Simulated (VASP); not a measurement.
# BeS4 (Im-3m) in VASP: a series of runs, part 2 of 2

VASP 6.6.1. The steps go on from the part before.

## 4. Relaxation of cell and atoms, PBE

This run uses another cell than the first one, of 20.77 Å³/atom, 1.241 times its volume.

File INCAR:

```
  PREC = Accurate
  ENCUT = 600
  EDIFF = 1E-6
  ISMEAR = 0
  SIGMA = 0.1
  LREAL = False
  LASPH = True
  NELM = 80
  ALGO = Normal
  ISIF = 3
  LWAVE = False
  LCHARG = False
  GGA = PE
  IBRION = 2
  NSW = 90
  EDIFFG = -0.04
```

File KPOINTS:

```
Automatic mesh
0
Gamma
  4 4 4
```

File POSCAR:

```
BeS4
1.0
   -2.9612045700      2.9612045700      2.9612045700
    2.9612045700     -2.9612045700      2.9612045700
    2.9612045700      2.9612045700     -2.9612045700
Be S
1 4
Direct
    0.0000000000      0.0000000000      0.0000000000
    0.0000000000      0.0000000000      0.5000000000
    0.0000000000      0.5000000000      0.0000000000
    0.5000000000      0.0000000000      0.0000000000
    0.5000000000      0.5000000000      0.5000000000
```

Potentials or basis: VASP PAW PBE potentials, release 64 (Be, S).

Run with:

```console
cat potpaw_PBE.64/Be/POTCAR potpaw_PBE.64/S/POTCAR > POTCAR
mpirun -np 1 vasp_std > vasp.out
```

OUTCAR:

```text
PREC = Accurate
   ENCUT = 600
   EDIFF = 1E-6
   ISMEAR = 0
   LREAL = False
   LASPH = True
   NELM = 80
   ISIF = 3
   GGA = PE
   IBRION = 2
   NSW = 90
   EDIFFG = -0.04

 ion  position               nearest neighbor table
   1  0.000  0.000  0.000-   2 2.56   3 2.56   4 2.56   5 2.56   2 2.56   3 2.56   4 2.56   5 2.56

   2  0.000  0.000  0.500-   1 2.56   1 2.56
   3  0.000  0.500  0.000-   1 2.56   1 2.56
   4  0.500  0.000  0.000-   1 2.56   1 2.56
   5  0.500  0.500  0.500-   1 2.56   1 2.56

  LATTYP: Found a body centered cubic cell.
 ALAT       =     5.9224091400

  Lattice vectors:

 A1 = (  -2.9612045700,   2.9612045700,   2.9612045700)
 A2 = (   2.9612045700,  -2.9612045700,   2.9612045700)
 A3 = (   2.9612045700,   2.9612045700,  -2.9612045700)

Analysis of symmetry for initial positions (statically):
=====================================================================
 Subroutine PRICEL returns:
 Original cell was already a primitive cell.

 Routine SETGRP: Setting up the symmetry group for a
 body centered cubic supercell.

 Subroutine GETGRP returns: Found 48 space group operations
 (whereof 48 operations were pure point group operations)
 out of a pool of 48 trial point group operations.

The static configuration has the point symmetry O_h .

Analysis of symmetry for dynamics (positions and initial velocities):
=====================================================================
 Subroutine PRICEL returns:
 Original cell was already a primitive cell.

 Routine SETGRP: Setting up the symmetry group for a
 body centered cubic supercell.

 Subroutine GETGRP returns: Found 48 space group operations
 (whereof 48 operations were pure point group operations)
 out of a pool of 48 trial point group operations.

The dynamic configuration has the point symmetry O_h .

 Subroutine INISYM returns: Found 48 space group operations
 (whereof 48 operations are pure point group operations),
 and found     1 'primitive' translations

----------------------------------------------------------------------------------------

                                     Primitive cell

  volume of cell :     103.8640

  direct lattice vectors                    reciprocal lattice vectors
    -2.961204570  2.961204570  2.961204570     0.000000000  0.168850205  0.168850205
     2.961204570 -2.961204570  2.961204570     0.168850205  0.000000000  0.168850205
     2.961204570  2.961204570 -2.961204570     0.168850205  0.168850205  0.000000000

  length of vectors
     5.128956767  5.128956767  5.128956767     0.238790251  0.238790251  0.238790251

  position of ions in fractional coordinates (direct lattice)
     0.000000000  0.000000000  0.000000000
     0.000000000  0.000000000  0.500000000
     0.000000000  0.500000000  0.000000000
     0.500000000  0.000000000  0.000000000
     0.500000000  0.500000000  0.500000000

  ion indices of the primitive-cell ions
   primitive index   ion index
                 1           1
                 2           2
                 3           3
                 4           4
                 5           5

----------------------------------------------------------------------------------------

 KPOINTS: Automatic mesh

Automatic generation of k-mesh.
 Grid dimensions read from file:
 generate k-points for:    4    4    4

 Generating k-lattice:

  Cartesian coordinates                     Fractional coordinates (reciprocal lattice)
     0.000000000  0.042212551  0.042212551     0.250000000  0.000000000  0.000000000
     0.042212551  0.000000000  0.042212551     0.000000000  0.250000000  0.000000000
     0.042212551  0.042212551  0.000000000     0.000000000  0.000000000  0.250000000

  Length of vectors
     0.059697563  0.059697563  0.059697563

  Shift w.r.t. Gamma in fractional coordinates (k-lattice)
     0.000000000  0.000000000  0.000000000

 Subroutine IBZKPT returns following result:
 ===========================================

 Found      8 irreducible k-points:

 Following reciprocal coordinates:
            Coordinates               Weight
  0.000000  0.000000  0.000000      1.000000
  0.250000  0.000000  0.000000     12.000000
  0.500000  0.000000  0.000000      6.000000
  0.250000  0.250000  0.000000     24.000000
  0.250000  0.250000  0.250000      2.000000
 -0.250000  0.250000  0.250000      6.000000
  0.500000  0.500000  0.250000     12.000000
  0.500000  0.500000  0.500000      1.000000
   k-points           NKPTS =      8   k-points in BZ     NKDIM =      8   number of bands    NBANDS=     17
   number of dos      NEDOS =    301   number of ions     NIONS =      5
   total plane-waves  NPLWV =  74088
   dimension x,y,z NGX =    42 NGY =   42 NGZ =   42
   dimension x,y,z NGXF=    84 NGYF=   84 NGZF=   84
   ions per type =               1   4
   NGX,Y,Z   is equivalent  to a cutoff of  13.61, 13.61, 13.61 a.u.
   NGXF,Y,Z  is equivalent  to a cutoff of  27.23, 27.23, 27.23 a.u.
 SYSTEM =  unknown system
   PREC   = accura    normal or accurate (medium, high low for compatibility)
   ISTART =      0    job   : 0-new  1-cont  2-samecut
   ICHARG =      2    charge: 1-file 2-atom 10-const
   ISPIN  =      1    spin polarized calculation?
   LNONCOLLINEAR =      F non collinear calculations
   LSORBIT =      F    spin-orbit coupling
   LASPH  =      T    aspherical Exc in radial PAW
   ENCUT  =  600.0 eV  44.10 Ry    6.64 a.u.  10.24 10.24 10.24*2*pi/ulx,y,z
   NELM   =     80;   NELMIN=  2; NELMDL= -5     # of ELM steps
   EDIFF  = 0.1E-05   stopping-criterion for ELM
   LREAL  =      F    real-space projection
   EDIFFG = -.4E-01   stopping-criterion for IOM
   NSW    =     90    number of steps for IOM
   IBRION =      2    ionic relax: 0-MD 1-quasi-New 2-CG
   NFREE  =      1    steps in history (QN), initial steepest desc. (CG)
   ISIF   =      3    stress and relaxation
   ISYM   =      2    0-nonsym 1-usesym 2-fastsym
   POTIM  = 0.5000    time-step for ionic-motion
   TEBEG  =    0.0;   TEEND  =   0.0 temperature during run
   PSTRESS=    0.0 pullay stress
   NELECT =      26.0000    total number of electrons
   NUPDOWN=      -1.0000    fix difference up-down
   EMIN   =  10.00;   EMAX   =-10.00  energy-range for DOS
   EFERMI =   0.00;   METHOD = LEGACY
   ISMEAR =     0;   SIGMA  =   0.10  broadening in eV -4-tet -1-fermi 0-gaus
   EFERMI_NEDOS =   21; number of points for ismear=-14 and -15
   IALGO  =     38    algorithm
   IMIX   =      4    mixing-type and parameters
     AMIX     =   0.40;   BMIX     =  1.00
     AMIX_MAG =   1.60;   BMIX_MAG =  1.00
  volume/ion in A,a.u.               =      20.77       140.18
  Fermi-wavevector in a.u.,A,eV,Ry     =   1.031757  1.949739 14.483716  1.064523
  Thomas-Fermi vector in A             =   2.165921
   LORBIT       =      0    0 simple, 1 ext, 2 COOP (PROOUT), +10 PAW based schemes
   GGA     = PE    functional components
   LHFCALC =     F    Hartree Fock is set to
   AEXX    =    0.0000 exact exchange contribution
   IVDW    =     0    specifies the selected vdW correction
   LEPSILON=     F    determine dielectric tensor
   LRPA    =     F    only Hartree local field effects (RPA)
 conjugate gradient relaxation of ions
 non-spin polarized calculation
 Gauss-broadening in eV      SIGMA  =   0.10
  energy-cutoff  :      600.00
  volume of cell :      103.86
 maximum number of plane-waves:      3484
 NGX is ok and might be reduce to    42
   NGX = 21   NGY = 21   NGZ = 21

--------------------------------------- Ionic step        1  -------------------------------------------

 number of electron      25.9999999 magnetization

 Free energy of the ion-electron system (eV)
  ---------------------------------------------------
  ext. energy  EPLUGINS =         0.00000000
  ---------------------------------------------------
  free energy    TOTEN  =       -16.46856667 eV

  energy without entropy =      -16.44403801  energy(sigma->0) =      -16.45630234

 E-fermi :   3.4063     XC(G=0):  -9.1854

 val. band max:        3.3857272010   @ k =   0.5000   0.5000   0.2500
 cond. band min:       3.4842873909   @ k =   0.2500   0.2500   0.0000
 fundamental gap:      0.0985601899
 Fermi energy:         3.4063206134

 k-point     1 :       0.0000    0.0000    0.0000
  band No.  band energies     occupation
      1     -10.8736      2.00000
      2      -8.0156      2.00000
      3      -8.0156      2.00000
      4      -8.0156      2.00000
      5      -1.6177      2.00000
      6      -1.6177      2.00000
[... 9 lines left out ...]
     16       5.4089      0.00000
     17       5.4089      0.00000
[... 213 lines left out ...]
  energy  without entropy=      -17.2639108503  energy(sigma->0) =      -17.28104354

--------------------------------------- Ionic step        3  -------------------------------------------

 number of electron      26.0000001 magnetization

 Free energy of the ion-electron system (eV)
  ---------------------------------------------------
  ext. energy  EPLUGINS =         0.00000000
  ---------------------------------------------------
  free energy    TOTEN  =       -17.30101923 eV

  energy without entropy =      -17.26634188  energy(sigma->0) =      -17.28368056

 E-fermi :   6.1440     XC(G=0): -10.1382

 val. band max:        5.5774345082   @ k =   0.0000   0.0000   0.0000
 cond. band min:       6.1899680445   @ k =   0.5000   0.5000   0.2500
 fundamental gap:      0.6125335363
 Fermi energy:         6.1439670706

 k-point     1 :       0.0000    0.0000    0.0000
  band No.  band energies     occupation
      1     -10.0429      2.00000
      2      -5.7644      2.00000
      3      -5.7644      2.00000
      4      -5.7644      2.00000
      5      -0.5014      2.00000
      6      -0.5014      2.00000
[... 9 lines left out ...]
     16       8.9132      0.00000
     17       8.9132      0.00000
[... 170 lines left out ...]
  FREE ENERGIE OF THE ION-ELECTRON SYSTEM (eV)
  ---------------------------------------------------
  free  energy   TOTEN  =       -17.3010192319 eV

  energy  without entropy=      -17.2663418838  energy(sigma->0) =      -17.28368056

 reached required accuracy - stopping structural energy minimisation
```

Wall time 85 s (1 thread of Intel Xeon 8259CL, shared host); peak memory 0.26 GiB.

Results:

| Property | Result |
| --- | --- |
| Free energy | -17.3010 eV |
| Relaxed volume | 16.67 Å³/atom |
| Relaxed cell | a = 4.767 Å, b = 4.767 Å, c = 4.767 Å, α = 109.47°, β = 109.47°, γ = 109.47° |
| Space group after relaxing (to 0.05 Å) | Im-3m (No. 229) |
| Energy gained by relaxing | 166.5 meV/atom |
| Ionic steps | 3 |
| Pressure after relaxing | -0.1 GPa |
| Band gap on the k mesh | zero (band 13 reaches 7.42 eV, above the bottom of band 14 at 3.92 eV) |

Step by step:
```
step  energy change (eV)  largest force (eV/Å)  pressure (GPa)  volume (Å³)
   1              0.0000                0.0000          -10.73       103.86
   2             -0.8296                0.0000           -0.90        84.32
   3             -0.8325                0.0000           -0.05        83.37
```

Final structure:
```
Be S
1.0
    -2.75202    2.75202    2.75202
     2.75202   -2.75202    2.75202
     2.75202    2.75202   -2.75202
Be S
1 4
Direct
  0.00000 0.00000 0.00000
  0.00000 0.00000 0.50000
  0.00000 0.50000 0.00000
  0.50000 0.00000 0.00000
  0.50000 0.50000 0.50000
```

Caveat: the k points lie up to 0.40 Å⁻¹ apart in the final cell; the volume moved by over 15 % at a fixed basis, so the end points are rough.

## 5. Summary

```csv
task,cell,cutoff (eV),gap on the mesh (eV),pressure (GPa)
single point,"a = 4.772 Å, angles 109.5°, 5 atoms",520,none,-0.4
single point,"a = 5.129 Å, angles 109.5°, 5 atoms",520,none,-10.8
relaxation of cell and atoms,"relaxed from a = 5.129 Å, angles 109.5°, 5 atoms",600,none,-0.1
```

Alike in all rows: level PBE; potentials or basis VASP PAW PBE potentials, release 64 (Be, S); no spin polarisation; k mesh 4 × 4 × 4; smearing gaussian 0.1 eV.

Caveats: all runs use coarse meshes; the volume moved by over 15 % at a fixed basis, so the end points are rough (some runs).

Absolute energies hang on the potentials; compare differences alone.
